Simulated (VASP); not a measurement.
# MgS (Fm-3m) in VASP: further runs, part 2 of 2

VASP 6.6.1. The steps go on from the part before.

### Step 3. Relaxation of cell and atoms, LDA, target pressure 7 GPa, at which the enthalpy is minimised

Contents of INCAR:

```
SYSTEM = MgS
  PREC = Accurate
  ENCUT = 600
  EDIFF = 1E-6
  ISMEAR = 0
  SIGMA = 0.01
  LREAL = .FALSE.
  LASPH = .TRUE.
  NELM = 100
  ALGO = Normal
  ISIF = 3
  LWAVE = .FALSE.
  LCHARG = .FALSE.
  IBRION = 2
  NSW = 100
  EDIFFG = -0.002
  PSTRESS = 70.0
```

Contents of KPOINTS:

```
regular mesh
0
G
  8 8 8
  0 0 0
```

Contents of POSCAR:

```
MgS
1.0
    0.0000000000      2.5641819422      2.5641819422
    2.5641819422      0.0000000000      2.5641819422
    2.5641819422      2.5641819422      0.0000000000
Mg S
1 1
Direct
    0.0000000000      0.0000000000      0.0000000000
    0.5000000000      0.5000000000      0.5000000000
```

Potentials or basis: VASP PAW LDA potentials, release 64 (Mg, S).

Started as:

```
$ cat potpaw_LDA.64/Mg/POTCAR potpaw_LDA.64/S/POTCAR > POTCAR
$ mpirun -np 1 vasp_std > vasp.out
```

OUTCAR:

```text
SYSTEM = MgS
   PREC = Accurate
   ENCUT = 600
   EDIFF = 1E-6
   ISMEAR = 0
   LREAL = .FALSE.
   LASPH = .TRUE.
   NELM = 100
   ISIF = 3
   IBRION = 2
   NSW = 100
   EDIFFG = -0.002
   PSTRESS = 70.0

 ion  position               nearest neighbor table
   1  0.000  0.000  0.000-   2 2.56   2 2.56   2 2.56   2 2.56   2 2.56   2 2.56
   2  0.500  0.500  0.500-   1 2.56   1 2.56   1 2.56   1 2.56   1 2.56   1 2.56

  LATTYP: Found a face centered cubic cell.
 ALAT       =     5.1283638844

  Lattice vectors:

 A1 = (   0.0000000000,   2.5641819422,   2.5641819422)
 A2 = (   2.5641819422,   0.0000000000,   2.5641819422)
 A3 = (   2.5641819422,   2.5641819422,   0.0000000000)

Analysis of symmetry for initial positions (statically):
=====================================================================
 Subroutine PRICEL returns:
 Original cell was already a primitive cell.

 Routine SETGRP: Setting up the symmetry group for a
 face centered cubic supercell.

 Subroutine GETGRP returns: Found 48 space group operations
 (whereof 48 operations were pure point group operations)
 out of a pool of 48 trial point group operations.

The static configuration has the point symmetry O_h .

Analysis of symmetry for dynamics (positions and initial velocities):
=====================================================================
 Subroutine PRICEL returns:
 Original cell was already a primitive cell.

 Routine SETGRP: Setting up the symmetry group for a
 face centered cubic supercell.

 Subroutine GETGRP returns: Found 48 space group operations
 (whereof 48 operations were pure point group operations)
 out of a pool of 48 trial point group operations.

The dynamic configuration has the point symmetry O_h .

 Subroutine INISYM returns: Found 48 space group operations
 (whereof 48 operations are pure point group operations),
 and found     1 'primitive' translations

----------------------------------------------------------------------------------------

                                     Primitive cell

  volume of cell :      33.7191

  direct lattice vectors                    reciprocal lattice vectors
     0.000000000  2.564181942  2.564181942    -0.194993963  0.194993963  0.194993963
     2.564181942  0.000000000  2.564181942     0.194993963 -0.194993963  0.194993963
     2.564181942  2.564181942  0.000000000     0.194993963  0.194993963 -0.194993963

  length of vectors
     3.626300879  3.626300879  3.626300879     0.337739452  0.337739452  0.337739452

  position of ions in fractional coordinates (direct lattice)
     0.000000000  0.000000000  0.000000000
     0.500000000  0.500000000  0.500000000

  ion indices of the primitive-cell ions
   primitive index   ion index
                 1           1
                 2           2

----------------------------------------------------------------------------------------

 KPOINTS: regular mesh

Automatic generation of k-mesh.
 Grid dimensions read from file:
 generate k-points for:    8    8    8

 Generating k-lattice:

  Cartesian coordinates                     Fractional coordinates (reciprocal lattice)
[... 22 lines left out ...]
  0.125000  0.125000  0.000000      6.000000
[... 16 lines left out ...]
  0.500000  0.250000  0.125000     48.000000
 -0.375000  0.250000  0.125000     24.000000
 [... further k-points ...]
   k-points           NKPTS =     29   k-points in BZ     NKDIM =     29   number of bands    NBANDS=      8
   number of dos      NEDOS =    301   number of ions     NIONS =      2
   total plane-waves  NPLWV =  27000
   dimension x,y,z NGX =    30 NGY =   30 NGZ =   30
   dimension x,y,z NGXF=    60 NGYF=   60 NGZF=   60
   ions per type =               1   1
   NGX,Y,Z   is equivalent  to a cutoff of  13.75, 13.75, 13.75 a.u.
   NGXF,Y,Z  is equivalent  to a cutoff of  27.51, 27.51, 27.51 a.u.
 SYSTEM =  MgS
   PREC   = accura    normal or accurate (medium, high low for compatibility)
   ISTART =      0    job   : 0-new  1-cont  2-samecut
   ICHARG =      2    charge: 1-file 2-atom 10-const
   ISPIN  =      1    spin polarized calculation?
   LNONCOLLINEAR =      F non collinear calculations
   LSORBIT =      F    spin-orbit coupling
   LASPH  =      T    aspherical Exc in radial PAW
   ENCUT  =  600.0 eV  44.10 Ry    6.64 a.u.   7.24  7.24  7.24*2*pi/ulx,y,z
   NELM   =    100;   NELMIN=  2; NELMDL= -5     # of ELM steps
   EDIFF  = 0.1E-05   stopping-criterion for ELM
   LREAL  =      F    real-space projection
   EDIFFG = -.2E-02   stopping-criterion for IOM
   NSW    =    100    number of steps for IOM
   IBRION =      2    ionic relax: 0-MD 1-quasi-New 2-CG
   NFREE  =      1    steps in history (QN), initial steepest desc. (CG)
   ISIF   =      3    stress and relaxation
   ISYM   =      2    0-nonsym 1-usesym 2-fastsym
   POTIM  = 0.5000    time-step for ionic-motion
   TEBEG  =    0.0;   TEEND  =   0.0 temperature during run
   PSTRESS=   70.0 pullay stress
   NELECT =       8.0000    total number of electrons
   NUPDOWN=      -1.0000    fix difference up-down
   EMIN   =  10.00;   EMAX   =-10.00  energy-range for DOS
   EFERMI =   0.00;   METHOD = LEGACY
   ISMEAR =     0;   SIGMA  =   0.01  broadening in eV -4-tet -1-fermi 0-gaus
   EFERMI_NEDOS =   21; number of points for ismear=-14 and -15
   IALGO  =     38    algorithm
   IMIX   =      4    mixing-type and parameters
     AMIX     =   0.40;   BMIX     =  1.00
     AMIX_MAG =   1.60;   BMIX_MAG =  1.00
  volume/ion in A,a.u.               =      16.86       113.77
  Fermi-wavevector in a.u.,A,eV,Ry     =   1.013474  1.915188 13.974949  1.027130
  Thomas-Fermi vector in A             =   2.146645
   LORBIT       =      0    0 simple, 1 ext, 2 COOP (PROOUT), +10 PAW based schemes
   GGA     = CA    functional components
   LHFCALC =     F    Hartree Fock is set to
   AEXX    =    0.0000 exact exchange contribution
   IVDW    =     0    specifies the selected vdW correction
   LEPSILON=     F    determine dielectric tensor
   LRPA    =     F    only Hartree local field effects (RPA)
 conjugate gradient relaxation of ions
 non-spin polarized calculation
 Gauss-broadening in eV      SIGMA  =   0.01
  energy-cutoff  :      600.00
  volume of cell :       33.72
 maximum number of plane-waves:      1158
 NGX is ok and might be reduce to    30
   NGX = 15   NGY = 15   NGZ = 15

--------------------------------------- Ionic step        1  -------------------------------------------

 number of electron       8.0000001 magnetization

 Free energy of the ion-electron system (eV)
  ---------------------------------------------------
  ext. energy  EPLUGINS =         0.00000000
  ---------------------------------------------------
  free energy    TOTEN  =        -9.59249374 eV

  energy without entropy =       -9.59249374  energy(sigma->0) =       -9.59249374

------------------------ aborting loop because EDIFF is reached ----------------------------------------

  FORCE on cell =-STRESS in cart. coord.  units (eV):
  Direction    XX          YY          ZZ          XY          YZ          ZX
  --------------------------------------------------------------------------------------
  -------------------------------------------------------------------------------------
  Total       -0.1116099     -0.1116099     -0.1116099     -0.0000000      0.0000000     -0.0000000
  in kB       -5.3031856     -5.3031856     -5.3031856     -0.0000000      0.0000000     -0.0000000
  external PRESSURE =     -75.3031856 kB  Pullay stress =      70.0000000 kB
[... 63 lines left out ...]
--------------------------------------- Ionic step        3  -------------------------------------------

 number of electron       7.9999999 magnetization

 Free energy of the ion-electron system (eV)
  ---------------------------------------------------
  ext. energy  EPLUGINS =         0.00000000
  ---------------------------------------------------
  free energy    TOTEN  =        -9.54576718 eV

  energy without entropy =       -9.54576718  energy(sigma->0) =       -9.54576718

 E-fermi :   4.8072     XC(G=0): -10.4931

 val. band max:        4.7413549694   @ k =   0.0000   0.0000   0.0000
 cond. band min:       7.5492653732   @ k =   0.5000   0.5000   0.0000
 fundamental gap:      2.8079104038
 Fermi energy:         4.8071634195

 k-point     1 :       0.0000    0.0000    0.0000
  band No.  band energies     occupation
      1      -8.6500      2.00000
      2       4.7414      2.00000
      3       4.7414      2.00000
      4       4.7414      2.00000
      5       9.2568      0.00000
      6      12.4685      0.00000
      7      12.4685      0.00000
      8      12.4685      0.00000
[... 243 lines left out ...]
 k-point    24 :      -0.3750    0.2500    0.1250
  band No.  band energies     occupation
      1      -6.7260      2.00000
      2      -0.2677      2.00000
      3       2.1797      2.00000
      4       3.3326      2.00000
      5      10.3965      0.00000
      6      10.9340      0.00000
      7      13.3835      0.00000
      8      14.6043      0.00000

 [... further k-points ...]
[... 5 lines left out ...]
  --------------------------------------------------------------------------------------
  -------------------------------------------------------------------------------------
  Total        1.3600729      1.3600729      1.3600729      0.0000000      0.0000000      0.0000000
  in kB       69.8025224     69.8025224     69.8025224      0.0000000      0.0000000      0.0000000
  external PRESSURE =      -0.1974776 kB  Pullay stress =      70.0000000 kB
[... 21 lines left out ...]
  energy  without entropy=       -9.5457671784  energy(sigma->0) =       -9.54576718

  enthalpy is  TOTEN    =        -8.1818464814 eV   P V=        1.3639206970

 reached required accuracy - stopping structural energy minimisation
```

Wall time 17 s (1 thread of AMD EPYC 7R43 (Zen 3), shared host); peak memory 0.13 GiB.

What came out:

```
Free energy                                            : -9.5458 eV
Relaxed volume                                         : 15.61 Å³/atom
Relaxed cell                                           : a = 3.534 Å, b = 3.534 Å, c = 3.534 Å, α = 60.00°, β = 60.00°, γ = 60.00°
Space group after relaxing (to 0.05 Å)                 : Fm-3m (No. 225)
Energy change on relaxing (the enthalpy is what falls) : +23.4 meV/atom
Ionic steps                                            : 3
Pressure after relaxing                                : 7.0 GPa
Band gap on the k mesh                                 : 2.81 eV, indirect (least direct gap 4.52 eV)
```

The path:
| step | energy change (eV) | largest force (eV/Å) | pressure (GPa) | volume (Å³) |
| --- | --- | --- | --- | --- |
| 1 | 0.0000 | 0.0000 | -0.53 | 33.72 |
| 2 | 0.1178 | 0.0000 | 11.85 | 30.00 |
| 3 | 0.0467 | 0.0000 | 6.98 | 31.22 |

Final structure:
```yaml
crystal:
  lattice:
    - [0.00000, 2.49914, 2.49914]
    - [2.49914, 0.00000, 2.49914]
    - [2.49914, 2.49914, 0.00000]
  atoms:
    - { symbol: Mg, position: [0.00000, 0.00000, 0.00000] }
    - { symbol: S, position: [0.50000, 0.50000, 0.50000] }
```

Caveat: the cell is relaxed towards a set pressure, so the enthalpy falls and the energy may rise.
